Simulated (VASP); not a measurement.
# Mo8P9 (a cell with a defect) in VASP: single point with PBE

Aim: the single point of Mo8P9 (a cell with a defect) with PBE.

All numbers are computed with VASP 6.6.1; they aren't measurements. Logs are shortened: lines on timing, memory, paths and dates and some standing lists are left out, and cuts for length are marked.

### 1 The cell of the first run

The cell holds a defect, 17 atoms: a = 6.390 Å, b = 6.482 Å, c = 6.482 Å, α = 120.00°, β = 90.00°, γ = 90.00°.

### 2 Single point, PBE

Input file INCAR:

```
SYSTEM = Mo8P9
PREC     = Accurate       ! precision mode
ENCUT    = 520            ! plane-wave cutoff, eV
EDIFF    = 1E-6           ! SCF threshold, eV
ISMEAR   = 0              ! smearing method
SIGMA    = 0.1            ! smearing width, eV
LREAL    = Auto         
LASPH    = .TRUE.         ! aspherical terms in the spheres
NELM     = 80             ! most SCF steps
ALGO     = Normal         ! electronic algorithm
ISIF     = 2              ! what is computed and relaxed
LWAVE    = .FALSE.        ! write WAVECAR
LCHARG   = .TRUE.         ! write CHGCAR
GGA      = PE             ! functional
LELF     = .TRUE.         ! ELF
LVHAR    = .TRUE.       
NBANDS   = 92             ! bands
```

Input file KPOINTS:

```
regular mesh
0
G
  4 4 4
  0 0 0
```

Input file POSCAR:

```
Mo8P9
1.0
    0.0000000000      0.0000000000     -6.3904533199
    6.4820862140      0.0000000001      0.0000000000
   -3.2410431070     -5.6136513309      0.0000000000
Mo P
8 9
Direct
    0.5005225514      0.4998567696      0.0000890686
    0.0030473581      0.4998009834      0.0000749958
    0.5086412242      0.0167150369      0.0338259341
   -0.0110239441      0.0239360552      0.0484021867
    0.5086540559      0.4661460014      0.4832304039
   -0.0110392794      0.4511250131      0.4757425858
    0.5086326176      0.0167428380      0.4831773190
   -0.0110314553      0.0238772906      0.4759531440
    0.2537087619      0.8321318551      0.1662379697
    0.7480632063      0.8204634060      0.1603966736
    0.2537654089      0.3336476038      0.1662025204
    0.7480004564      0.3394941548      0.1603491109
    0.3592768596      0.8332895533      0.6667574773
    0.7124133097      0.8332730476      0.6667448296
    0.2537460050      0.3336478248      0.6677874665
    0.7480175131      0.3394959170      0.6794759374
    0.0516845963      0.8327506105      0.6666400849
```

Potentials or basis: VASP PAW PBE potentials, release 64 (Mo_sv, P).

Command:

```bash
cat potpaw_PBE.64/Mo_sv/POTCAR potpaw_PBE.64/P/POTCAR > POTCAR
mpirun -np 1 vasp_std > vasp.out
```

OUTCAR:

```text
SYSTEM = Mo8P9
   PREC = Accurate
   ENCUT = 520
   EDIFF = 1E-6
   ISMEAR = 0
   LREAL = Auto
   LASPH = .TRUE.
   NELM = 80
   ISIF = 2
   GGA = PE

 ion  position               nearest neighbor table
   1  0.501  0.500  0.000-  12 2.40  16 2.40  10 2.40  15 2.44  11 2.44   9 2.44   2 3.18   2 3.21
                             3 3.25   7 3.25   5 3.25   5 3.25   3 3.25   7 3.25
   2  0.003  0.500  0.000-  12 2.43  16 2.43  10 2.43  15 2.46   9 2.46  11 2.46   1 3.18   1 3.21
                             8 3.25   4 3.25   8 3.25   6 3.25   4 3.25   6 3.25
   3  0.509  0.017  0.034-  13 2.27  12 2.38  10 2.38  11 2.42   9 2.42  14 2.44   7 2.91   5 2.91
                             4 3.07   1 3.25   1 3.25   4 3.32
   4  0.989  0.024  0.048-  17 2.18  10 2.37  12 2.37   9 2.44  11 2.44   6 2.77   8 2.77  14 2.78
                             3 3.07  13 3.19   2 3.25   2 3.25   3 3.32
   5  0.509  0.466  0.483-  13 2.27  12 2.38  16 2.38  11 2.42  15 2.42  14 2.44   7 2.91   3 2.91
                             6 3.07   1 3.25   1 3.25   6 3.32
   6  0.989  0.451  0.476-  17 2.18  16 2.37  12 2.37  15 2.44  11 2.44   4 2.77   8 2.77  14 2.78
                             5 3.07  13 3.19   2 3.25   2 3.25   5 3.32
   7  0.509  0.017  0.483-  13 2.27  16 2.38  10 2.38  15 2.42   9 2.42  14 2.44   3 2.91   5 2.91
                             8 3.07   1 3.25   1 3.25   8 3.32
   8  0.989  0.024  0.476-  17 2.18  10 2.37  16 2.37   9 2.44  15 2.44   6 2.77   4 2.77  14 2.78
                             7 3.07  13 3.19   2 3.25   2 3.25   7 3.32
   9  0.254  0.832  0.166-   7 2.42   3 2.42   4 2.44   8 2.44   1 2.44   2 2.46
  10  0.748  0.820  0.160-   4 2.37   8 2.37   7 2.38   3 2.38   1 2.40   2 2.43
  11  0.254  0.334  0.166-   3 2.42   5 2.42   6 2.44   4 2.44   1 2.44   2 2.46
  12  0.748  0.339  0.160-   6 2.37   4 2.37   3 2.38   5 2.38   1 2.40   2 2.43
  13  0.359  0.833  0.667-  17 1.97  14 2.26   7 2.27   3 2.27   5 2.27   8 3.19   4 3.19   6 3.19

  14  0.712  0.833  0.667-  17 2.17  13 2.26   7 2.44   3 2.44   5 2.44   8 2.78   4 2.78   6 2.78

  15  0.254  0.334  0.668-   7 2.42   5 2.42   6 2.44   8 2.44   1 2.44   2 2.46
  16  0.748  0.339  0.679-   6 2.37   8 2.37   7 2.38   5 2.38   1 2.40   2 2.43
  17  0.052  0.833  0.667-  13 1.97  14 2.17   6 2.18   4 2.18   8 2.18

  LATTYP: Found a hexagonal cell.
 ALAT       =     6.4820862140
 C/A-ratio  =     0.9858636724

  Lattice vectors:

 A1 = (   6.4820862140,   0.0000000001,   0.0000000000)
 A2 = (  -3.2410431070,  -5.6136513309,   0.0000000000)
 A3 = (   0.0000000000,   0.0000000000,  -6.3904533199)

Analysis of symmetry for initial positions (statically):
=====================================================================
 Subroutine PRICEL returns:
 Original cell was already a primitive cell.

 Routine SETGRP: Setting up the symmetry group for a
 hexagonal supercell.

 Subroutine GETGRP returns: Found  1 space group operations
 (whereof  1 operations were pure point group operations)
 out of a pool of 24 trial point group operations.

The static configuration has the point symmetry C_1 .

Analysis of symmetry for dynamics (positions and initial velocities):
=====================================================================
 Subroutine PRICEL returns:
 Original cell was already a primitive cell.

 Routine SETGRP: Setting up the symmetry group for a
 hexagonal supercell.

 Subroutine GETGRP returns: Found  1 space group operations
 (whereof  1 operations were pure point group operations)
 out of a pool of 24 trial point group operations.

The dynamic configuration has the point symmetry C_1 .

 Subroutine INISYM returns: Found  1 space group operations
 (whereof  1 operations are pure point group operations),
 and found     1 'primitive' translations

----------------------------------------------------------------------------------------

                                     Primitive cell

  volume of cell :     232.5369

  direct lattice vectors                    reciprocal lattice vectors
     0.000000000  0.000000000 -6.390453320     0.000000000  0.000000000 -0.156483421
     6.482086214  0.000000000  0.000000000     0.154271321 -0.089068588  0.000000000
    -3.241043107 -5.613651331  0.000000000     0.000000000 -0.178137177  0.000000000

  length of vectors
     6.390453320  6.482086214  6.482086214     0.156483421  0.178137177  0.178137177

[... 40 lines left out ...]

 KPOINTS: regular mesh

Automatic generation of k-mesh.
 Grid dimensions read from file:
 generate k-points for:    4    4    4

 Generating k-lattice:

  Cartesian coordinates                     Fractional coordinates (reciprocal lattice)
     0.000000000  0.000000000 -0.039120855     0.250000000  0.000000000  0.000000000
     0.038567830 -0.022267147  0.000000000     0.000000000  0.250000000  0.000000000
     0.000000000 -0.044534294  0.000000000     0.000000000 -0.000000000  0.250000000

  Length of vectors
     0.039120855  0.044534294  0.044534294

  Shift w.r.t. Gamma in fractional coordinates (k-lattice)
     0.000000000  0.000000000  0.000000000

 Subroutine IBZKPT returns following result:
 ===========================================

 Found     36 irreducible k-points:

 Following reciprocal coordinates:
            Coordinates               Weight
  0.000000  0.000000  0.000000      1.000000
  0.250000  0.000000  0.000000      2.000000
  0.500000  0.000000  0.000000      1.000000
  0.000000  0.250000  0.000000      2.000000
  0.000000  0.000000  0.250000      2.000000
  0.000000 -0.250000  0.250000      2.000000
[... 16 lines left out ...]
  0.500000  0.000000  0.500000      1.000000
  0.500000  0.500000  0.500000      1.000000
 [... further k-points ...]
   k-points           NKPTS =     36   k-points in BZ     NKDIM =     36   number of bands    NBANDS=     92
   number of dos      NEDOS =    301   number of ions     NIONS =     17
   total plane-waves  NPLWV = 110592
   dimension x,y,z NGX =    48 NGY =   48 NGZ =   48
   dimension x,y,z NGXF=    96 NGYF=   96 NGZF=   96
   ions per type =               8   9
   NGX,Y,Z   is equivalent  to a cutoff of  12.49, 12.31, 12.31 a.u.
   NGXF,Y,Z  is equivalent  to a cutoff of  24.97, 24.62, 24.62 a.u.
 SYSTEM =  Mo8P9
   PREC   = accura    normal or accurate (medium, high low for compatibility)
   ISTART =      0    job   : 0-new  1-cont  2-samecut
   ICHARG =      2    charge: 1-file 2-atom 10-const
   ISPIN  =      1    spin polarized calculation?
   LNONCOLLINEAR =      F non collinear calculations
   LSORBIT =      F    spin-orbit coupling
   LASPH  =      T    aspherical Exc in radial PAW
   ENCUT  =  520.0 eV  38.22 Ry    6.18 a.u.  11.88 12.05 12.05*2*pi/ulx,y,z
   NELM   =     80;   NELMIN=  2; NELMDL= -5     # of ELM steps
   EDIFF  = 0.1E-05   stopping-criterion for ELM
   LREAL  =      T    real-space projection
   EDIFFG = 0.1E-04   stopping-criterion for IOM
   NSW    =      0    number of steps for IOM
   IBRION =     -1    ionic relax: 0-MD 1-quasi-New 2-CG
   NFREE  =      0    steps in history (QN), initial steepest desc. (CG)
   ISIF   =      2    stress and relaxation
   ISYM   =      2    0-nonsym 1-usesym 2-fastsym
   POTIM  = 0.5000    time-step for ionic-motion
   TEBEG  =    0.0;   TEEND  =   0.0 temperature during run
   PSTRESS=    0.0 pullay stress
   NELECT =     157.0000    total number of electrons
   NUPDOWN=      -1.0000    fix difference up-down
   EMIN   =  10.00;   EMAX   =-10.00  energy-range for DOS
   EFERMI =   0.00;   METHOD = LEGACY
   ISMEAR =     0;   SIGMA  =   0.10  broadening in eV -4-tet -1-fermi 0-gaus
   EFERMI_NEDOS =   21; number of points for ismear=-14 and -15
   IALGO  =     38    algorithm
   IMIX   =      4    mixing-type and parameters
     AMIX     =   0.40;   BMIX     =  1.00
     AMIX_MAG =   1.60;   BMIX_MAG =  1.00
  volume/ion in A,a.u.               =      13.68        92.31
  Fermi-wavevector in a.u.,A,eV,Ry     =   1.436186  2.713998 28.063795  2.062631
  Thomas-Fermi vector in A             =   2.555402
   LORBIT       =      0    0 simple, 1 ext, 2 COOP (PROOUT), +10 PAW based schemes
   GGA     = PE    functional components
   LHFCALC =     F    Hartree Fock is set to
   AEXX    =    0.0000 exact exchange contribution
   IVDW    =     0    specifies the selected vdW correction
   LEPSILON=     F    determine dielectric tensor
   LRPA    =     F    only Hartree local field effects (RPA)
 non-spin polarized calculation
 Gauss-broadening in eV      SIGMA  =   0.10
  energy-cutoff  :      520.00
  volume of cell :      232.54
 maximum number of plane-waves:      6292
 NGX is ok and might be reduce to    48
   NGX = 23   NGY = 25   NGZ = 25

 number of electron     157.0000005 magnetization

 Free energy of the ion-electron system (eV)
  ---------------------------------------------------
  ext. energy  EPLUGINS =         0.00000000
  ---------------------------------------------------
  free energy    TOTEN  =      -139.51376009 eV

  energy without entropy =     -139.49246312  energy(sigma->0) =     -139.50311161

 E-fermi :  12.5891     XC(G=0): -12.7127

 val. band max:       12.5344809921   @ k =   0.0000  -0.2500   0.5000
 cond. band min:      12.6141272802   @ k =   0.0000   0.2500   0.2500
 fundamental gap:      0.0796462881
 Fermi energy:        12.5890783030

 k-point     1 :       0.0000    0.0000    0.0000
  band No.  band energies     occupation
      1     -48.8320      2.00000
      2     -48.6956      2.00000
      3     -48.5196      2.00000
      4     -48.4743      2.00000
      5     -48.4737      2.00000
      6     -48.4119      2.00000
[... 2221 lines left out ...]
     89      14.5928      0.00000
     90      15.0442      0.00000

 [... further k-points ...]

 [bands above 90 left out]

------------------------ aborting loop because EDIFF is reached ----------------------------------------

  FORCE on cell =-STRESS in cart. coord.  units (eV):
  Direction    XX          YY          ZZ          XY          YZ          ZX
  --------------------------------------------------------------------------------------
  -------------------------------------------------------------------------------------
  Total       37.6964959     37.6861004     42.3858457     -0.0221076      0.0028839     -0.0057370
  in kB      259.7285315    259.6569066    292.0381111     -0.1523212      0.0198700     -0.0395281
  external PRESSURE =     270.4745164 kB  Pullay stress =       0.0000000 kB

 VOLUME and BASIS-vectors are now :
 -----------------------------------------------------------------------------
  energy-cutoff  :      520.00
  volume of cell :      232.54
      direct lattice vectors                 reciprocal lattice vectors
     0.000000000  0.000000000 -6.390453320     0.000000000  0.000000000 -0.156483421
     6.482086214  0.000000000  0.000000000     0.154271321 -0.089068588  0.000000000
    -3.241043107 -5.613651331  0.000000000     0.000000000 -0.178137177  0.000000000

 POSITION                                       TOTAL-FORCE (eV/Angst)
 -----------------------------------------------------------------------------------
      3.23983     -0.00050     -3.19857        -0.000239     -0.000097      0.112449
      3.23951     -0.00042     -0.01947        -0.000226     -0.000306      0.087784
     -0.00128     -0.18989     -3.25045        -0.000701     -0.013883     -0.002542
     -0.00172     -0.27171     -6.32001         0.000980      0.079398      0.365772
      1.45543     -2.71269     -3.25053        -0.012422      0.006852     -0.002509
      1.38233     -2.67065     -6.31991         0.069650     -0.039830      0.365778
[... 9 lines left out ...]
     -0.00157     -3.81434     -4.78017         0.000070     -0.096854      0.084217
      3.23735     -3.74228     -0.33029         0.002559     -0.001241     -0.877784
 -----------------------------------------------------------------------------------
    total drift:                                0.001702      0.001335      0.030321

  FREE ENERGIE OF THE ION-ELECTRON SYSTEM (eV)
  ---------------------------------------------------
  free  energy   TOTEN  =      -139.5137600930 eV

  energy  without entropy=     -139.4924631175  energy(sigma->0) =     -139.50311161
```

Wall time 14 min (1 thread of Intel Xeon 6975P-C (Granite Rapids), shared host); peak memory 0.61 GiB.

What came out:

| Item | Value |
| --- | --- |
| Free energy | -139.5138 eV |
| Pressure | 27.0 GPa |
| Largest force | 0.878 eV/Å |
| Band gap on the k mesh | zero (an odd number of electrons rules out a gap without spin polarisation) |

Forces in eV/Å, atoms in the order of the input:
```
Mo   0.000  0.000  0.112
Mo   0.000  0.000  0.088
Mo  -0.001 -0.014 -0.003
Mo   0.001  0.079  0.366
Mo  -0.012  0.007 -0.003
Mo   0.070 -0.040  0.366
Mo   0.011  0.007 -0.002
Mo  -0.067 -0.040  0.366
P    0.084 -0.048  0.134
P   -0.084  0.049  0.085
P   -0.084 -0.049  0.135
P    0.084  0.048  0.083
P   -0.002  0.000 -0.481
P   -0.002  0.000 -0.587
P    0.000  0.098  0.135
P    0.000 -0.097  0.084
P    0.003 -0.001 -0.878
```
